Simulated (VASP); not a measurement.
# HfC (I4/mmm) in VASP: single point with PBE

Aim: the single point of HfC with PBE.

Program: VASP 6.6.1. These are calculated values, not measurements. Logs are shortened: lines on timing, memory, paths and dates and some standing lists are left out, and cuts for length are marked.

### 1 The cell of the first run

Symmetry: I4/mmm, No. 139, tetragonal system. The conventional cell has a = 3.452 Å, b = 3.452 Å, c = 4.650 Å, α = 90.00°, β = 90.00°, γ = 90.00°. Within 3.1 Å of Hf (site symmetry 4/mmm) lie 6 C at 2.33 to 2.44 Å. C (site symmetry 4/mmm) has 6 Hf at 2.33 to 2.44 Å within 3.1 Å.

### 2 Single point, PBE

INCAR

```
ALGO = Normal
EDIFF = 1E-6
ENCUT = 520
GGA = PE
ISIF = 2
ISMEAR = 1
LASPH = True
LCHARG = False
LREAL = False
LWAVE = False
NBANDS = 14
NELM = 80
PREC = Accurate
SIGMA = 0.1
```

KPOINTS

```
k-points
0
Gamma
  13 13 13
```

POSCAR

```
HfC
1.0
    0.0000000000      2.4412500000      2.3250000000
    2.4412500000      0.0000000000      2.3250000000
    2.4412500000      2.4412500000      0.0000000000
Hf C
1 1
Direct
    0.5000000000      0.5000000000      0.5000000000
    0.0000000000      0.0000000000      0.0000000000
```

Potentials or basis: VASP PAW PBE potentials, release 64 (Hf_pv, C).

Command:

```bash
> cat potpaw_PBE.64/Hf_pv/POTCAR potpaw_PBE.64/C/POTCAR > POTCAR
> mpirun -np 1 vasp_std > vasp.out
```

OUTCAR:

```text
EDIFF = 1E-6
   ENCUT = 520
   GGA = PE
   ISIF = 2
   ISMEAR = 1
   LASPH = True
   LREAL = False
   NELM = 80
   PREC = Accurate

 ion  position               nearest neighbor table
   1  0.500  0.500  0.500-   2 2.33   2 2.33   2 2.44   2 2.44   2 2.44   2 2.44
   2  0.000  0.000  0.000-   1 2.33   1 2.33   1 2.44   1 2.44   1 2.44   1 2.44

  LATTYP: Found a body centered tetragonal cell.
 ALAT       =     3.4524488591
 C/A-ratio  =     1.3468700594

  Lattice vectors:

 A1 = (   0.0000000000,  -2.4412500000,  -2.3250000000)
 A2 = (   0.0000000000,   2.4412500000,  -2.3250000000)
 A3 = (   2.4412500000,   0.0000000000,   2.3250000000)

Analysis of symmetry for initial positions (statically):
=====================================================================
 Subroutine PRICEL returns:
 Original cell was already a primitive cell.

 Routine SETGRP: Setting up the symmetry group for a
 body centered tetragonal supercell.

 Subroutine GETGRP returns: Found 16 space group operations
 (whereof 16 operations were pure point group operations)
 out of a pool of 16 trial point group operations.

The static configuration has the point symmetry D_4h.

Analysis of symmetry for dynamics (positions and initial velocities):
=====================================================================
 Subroutine PRICEL returns:
 Original cell was already a primitive cell.

 Routine SETGRP: Setting up the symmetry group for a
 body centered tetragonal supercell.

 Subroutine GETGRP returns: Found 16 space group operations
 (whereof 16 operations were pure point group operations)
 out of a pool of 16 trial point group operations.

The dynamic configuration has the point symmetry D_4h.

 Subroutine INISYM returns: Found 16 space group operations
 (whereof 16 operations are pure point group operations),
 and found     1 'primitive' translations

----------------------------------------------------------------------------------------

                                     Primitive cell

  volume of cell :      27.7126

  direct lattice vectors                    reciprocal lattice vectors
     0.000000000  2.441250000  2.325000000    -0.204813108  0.204813108  0.215053763
     2.441250000  0.000000000  2.325000000     0.204813108 -0.204813108  0.215053763
     2.441250000  2.441250000  0.000000000     0.204813108  0.204813108 -0.215053763

  length of vectors
     3.371250000  3.371250000  3.452448859     0.360756067  0.360756067  0.360756067

  position of ions in fractional coordinates (direct lattice)
     0.500000000  0.500000000  0.500000000
     0.000000000  0.000000000  0.000000000

  ion indices of the primitive-cell ions
   primitive index   ion index
                 1           1
                 2           2

----------------------------------------------------------------------------------------

 KPOINTS: k-points

Automatic generation of k-mesh.
 Grid dimensions read from file:
 generate k-points for:   13   13   13

 Generating k-lattice:

  Cartesian coordinates                     Fractional coordinates (reciprocal lattice)
    -0.015754854  0.015754854  0.016542597     0.076923077 -0.000000000  0.000000000
     0.015754854 -0.015754854  0.016542597    -0.000000000  0.076923077  0.000000000
     0.015754854  0.015754854 -0.016542597     0.000000000  0.000000000  0.076923077

  Length of vectors
     0.027750467  0.027750467  0.027750467

  Shift w.r.t. Gamma in fractional coordinates (k-lattice)
     0.000000000  0.000000000  0.000000000

 Subroutine IBZKPT returns following result:
 ===========================================

 Found    196 irreducible k-points:

 Following reciprocal coordinates:
            Coordinates               Weight
  0.000000  0.000000  0.000000      1.000000
  0.076923 -0.000000  0.000000      8.000000
  0.153846 -0.000000  0.000000      8.000000
  0.230769  0.000000  0.000000      8.000000
  0.307692 -0.000000  0.000000      8.000000
  0.384615 -0.000000  0.000000      8.000000
[... 16 lines left out ...]
  0.384615  0.153846  0.000000      8.000000
  0.461538  0.153846  0.000000      8.000000
 [... further k-points ...]
   k-points           NKPTS =    196   k-points in BZ     NKDIM =    196   number of bands    NBANDS=     14
   number of dos      NEDOS =    301   number of ions     NIONS =      2
   total plane-waves  NPLWV =  21952
   dimension x,y,z NGX =    28 NGY =   28 NGZ =   28
   dimension x,y,z NGXF=    56 NGYF=   56 NGZF=   56
   ions per type =               1   1
   NGX,Y,Z   is equivalent  to a cutoff of  13.81, 13.81, 13.48 a.u.
   NGXF,Y,Z  is equivalent  to a cutoff of  27.62, 27.62, 26.97 a.u.
 SYSTEM =  unknown system
   PREC   = accura    normal or accurate (medium, high low for compatibility)
   ISTART =      0    job   : 0-new  1-cont  2-samecut
   ICHARG =      2    charge: 1-file 2-atom 10-const
   ISPIN  =      1    spin polarized calculation?
   LNONCOLLINEAR =      F non collinear calculations
   LSORBIT =      F    spin-orbit coupling
   LASPH  =      T    aspherical Exc in radial PAW
   ENCUT  =  520.0 eV  38.22 Ry    6.18 a.u.   6.27  6.27  6.42*2*pi/ulx,y,z
   NELM   =     80;   NELMIN=  2; NELMDL= -5     # of ELM steps
   EDIFF  = 0.1E-05   stopping-criterion for ELM
   LREAL  =      F    real-space projection
   EDIFFG = 0.1E-04   stopping-criterion for IOM
   NSW    =      0    number of steps for IOM
   IBRION =     -1    ionic relax: 0-MD 1-quasi-New 2-CG
   NFREE  =      0    steps in history (QN), initial steepest desc. (CG)
   ISIF   =      2    stress and relaxation
   ISYM   =      2    0-nonsym 1-usesym 2-fastsym
   POTIM  = 0.5000    time-step for ionic-motion
   TEBEG  =    0.0;   TEEND  =   0.0 temperature during run
   PSTRESS=    0.0 pullay stress
   NELECT =      14.0000    total number of electrons
   NUPDOWN=      -1.0000    fix difference up-down
   EMIN   =  10.00;   EMAX   =-10.00  energy-range for DOS
   EFERMI =   0.00;   METHOD = LEGACY
   ISMEAR =     1;   SIGMA  =   0.10  broadening in eV -4-tet -1-fermi 0-gaus
   EFERMI_NEDOS =   21; number of points for ismear=-14 and -15
   IALGO  =     38    algorithm
   IMIX   =      4    mixing-type and parameters
     AMIX     =   0.40;   BMIX     =  1.00
     AMIX_MAG =   1.60;   BMIX_MAG =  1.00
  volume/ion in A,a.u.               =      13.86        93.51
  Fermi-wavevector in a.u.,A,eV,Ry     =   1.303842  2.463904 23.129964  1.700004
  Thomas-Fermi vector in A             =   2.434817
   LORBIT       =      0    0 simple, 1 ext, 2 COOP (PROOUT), +10 PAW based schemes
   GGA     = PE    functional components
   LHFCALC =     F    Hartree Fock is set to
   AEXX    =    0.0000 exact exchange contribution
   IVDW    =     0    specifies the selected vdW correction
   LEPSILON=     F    determine dielectric tensor
   LRPA    =     F    only Hartree local field effects (RPA)
 non-spin polarized calculation
 Methfessel and Paxton  Order N= 1 SIGMA  =   0.10
  energy-cutoff  :      520.00
  volume of cell :       27.71
 maximum number of plane-waves:       768
 NGX is ok and might be reduce to    28
   NGX = 13   NGY = 13   NGZ = 13

 number of electron      13.9999999 magnetization

 Free energy of the ion-electron system (eV)
  ---------------------------------------------------
  ext. energy  EPLUGINS =         0.00000000
  ---------------------------------------------------
  free energy    TOTEN  =       -20.83681050 eV

  energy without entropy =      -20.83699492  energy(sigma->0) =      -20.83687197

 E-fermi :   5.2132     XC(G=0): -11.8065

 val. band max:        5.1933602009   @ k =   0.4615   0.0000   0.4615
 cond. band min:       5.2315216718   @ k =   0.1538   0.0000   0.1538
 fundamental gap:      0.0381614709
 Fermi energy:         5.2132024668

 k-point     1 :       0.0000    0.0000    0.0000
  band No.  band energies     occupation
      1     -24.8339      2.00000
      2     -24.8339      2.00000
      3     -24.7590      2.00000
      4      -6.5956      2.00000
      5       6.1154     -0.00000
      6       6.1154     -0.00000
      7       6.3012     -0.00000
      8       6.4365     -0.00000
      9       6.4365     -0.00000
     10       6.8858     -0.00000
     11       8.0231      0.00000
     12       8.3472      0.00000
     13      11.2444      0.00000
     14      15.9655      0.00000

 k-point     2 :       0.0769   -0.0000    0.0000
  band No.  band energies     occupation
      1     -24.8536      2.00000
      2     -24.8377      2.00000
      3     -24.7690      2.00000
      4      -6.4672      2.00000
      5       5.2402      0.56059
      6       5.4493     -0.00421
      7       5.6506     -0.00000
      8       6.7393     -0.00000
      9       6.8946     -0.00000
     10       7.1776     -0.00000
     11       8.6630      0.00000
     12       9.0022      0.00000
     13      11.6096      0.00000
     14      16.3309      0.00000

 k-point     3 :       0.1538   -0.0000    0.0000
  band No.  band energies     occupation
      1     -24.9198      2.00000
      2     -24.8485      2.00000
      3     -24.7842      2.00000
      4      -6.0960      2.00000
      5       3.9716      2.00000
      6       4.5555      2.00000
      7       4.7444      2.00000
      8       7.1893     -0.00000
      9       7.3176      0.00000
     10       7.5158      0.00000
     11       9.9152      0.00000
     12      10.2831      0.00000
     13      12.4822      0.00000
     14      17.2763      0.00000
[... 324 lines left out ...]
 k-point    23 :       0.3846    0.1538    0.0000
  band No.  band energies     occupation
      1     -25.1491      2.00000
      2     -24.9239      2.00000
      3     -24.8673      2.00000
      4      -4.3677      2.00000
      5       1.0192      2.00000
      6       2.9283      2.00000
      7       3.4279      2.00000
      8       6.8851     -0.00000
      9       9.9895      0.00000
     10      10.2687      0.00000
     11      11.8946      0.00000
     12      12.4034      0.00000
     13      15.8717      0.00000
     14      18.1475      0.00000

 k-point    24 :       0.4615    0.1538    0.0000
  band No.  band energies     occupation
      1     -25.2123      2.00000
      2     -24.9282      2.00000
      3     -24.8789      2.00000
      4      -3.8753      2.00000
      5       0.4122      2.00000
      6       2.6885      2.00000
      7       3.0382      2.00000
      8       7.6154      0.00000
      9      10.3984      0.00000
     10      10.6133      0.00000
     11      12.6723      0.00000
     12      12.9648      0.00000
     13      15.7991      0.00000
     14      17.3586      0.00000

 [... further k-points ...]

------------------------ aborting loop because EDIFF is reached ----------------------------------------

  FORCE on cell =-STRESS in cart. coord.  units (eV):
  Direction    XX          YY          ZZ          XY          YZ          ZX
  --------------------------------------------------------------------------------------
  -------------------------------------------------------------------------------------
  Total       -3.9857417     -3.9857417     -1.6740373      0.0000000      0.0000000      0.0000000
  in kB     -230.4317236   -230.4317236    -96.7828157      0.0000000      0.0000000      0.0000000
  external PRESSURE =    -185.8820876 kB  Pullay stress =       0.0000000 kB

 VOLUME and BASIS-vectors are now :
 -----------------------------------------------------------------------------
  energy-cutoff  :      520.00
  volume of cell :       27.71
      direct lattice vectors                 reciprocal lattice vectors
     0.000000000  2.441250000  2.325000000    -0.204813108  0.204813108  0.215053763
     2.441250000  0.000000000  2.325000000     0.204813108 -0.204813108  0.215053763
     2.441250000  2.441250000  0.000000000     0.204813108  0.204813108 -0.215053763

 POSITION                                       TOTAL-FORCE (eV/Angst)
 -----------------------------------------------------------------------------------
      2.44125      2.44125      2.32500         0.000000      0.000000      0.000000
      0.00000      0.00000      0.00000        -0.000000     -0.000000     -0.000000
 -----------------------------------------------------------------------------------
    total drift:                                0.000000      0.000000      0.000000

  FREE ENERGIE OF THE ION-ELECTRON SYSTEM (eV)
  ---------------------------------------------------
  free  energy   TOTEN  =       -20.8368104955 eV

  energy  without entropy=      -20.8369949152  energy(sigma->0) =      -20.83687197
```

It took 75 s on 1 thread of Intel Xeon 6975P-C (Granite Rapids), shared host; peak memory 0.21 GiB.

Results:

```
Free energy            : -20.8368 eV
Pressure               : -18.6 GPa
Band gap on the k mesh : zero (band 7 reaches 6.30 eV, above the bottom of band 8 at 4.56 eV)
```

Levels at points of the mesh, in eV from the Fermi level:
```tsv
k point	band 5	band 6	band 7	band 8	band 9	band 10
(0.00, 0.00, 0.00)	0.90	0.90	1.09	1.22	1.22	1.67
```

Caveat: spin-orbit coupling is left out, which moves the levels of the heavy elements.
